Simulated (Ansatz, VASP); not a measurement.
## Ti: VASP beside Ansatz

```xyz
1
Lattice="-1.4624 1.4624 1.8299 1.4624 -1.4624 1.8299 1.4624 1.4624 -1.8299" Properties=species:S:1:pos:R:3 pbc="T T T"
Ti    0.0000    0.0000    0.0000
```

Alike in both runs: task single point; functional PBEsol; k mesh 22 × 22 × 22; occupations gaussian, width 0.15 eV; no spin polarisation.

|  | VASP | Ansatz |
| --- | --- | --- |
| version | VASP 6.6.1 | Ansatz 0.2.0 |
| potentials or method | VASP PAW PBE potentials, release 64 (Ti_sv), cutoff 520 eV | scalar-relativistic, plane waves, PAW |
| valence electrons in the cell | 12 | 12 |

|  | VASP | Ansatz | Ansatz less VASP |
| --- | --- | --- | --- |
| gap on the k mesh at the Fermi level (eV) | none | none | - |
| pressure (GPa) | 7.6 | 7.9 | +0.37 |
| traceless stress, the component that is largest in VASP (GPa) | 2.06 | 2.02 | -0.032 |

VASP's potentials were made for PBE, not for PBEsol, and Ansatz warns of the same on its side. A gap of «none» marks a metal or a gap that the smearing closes.
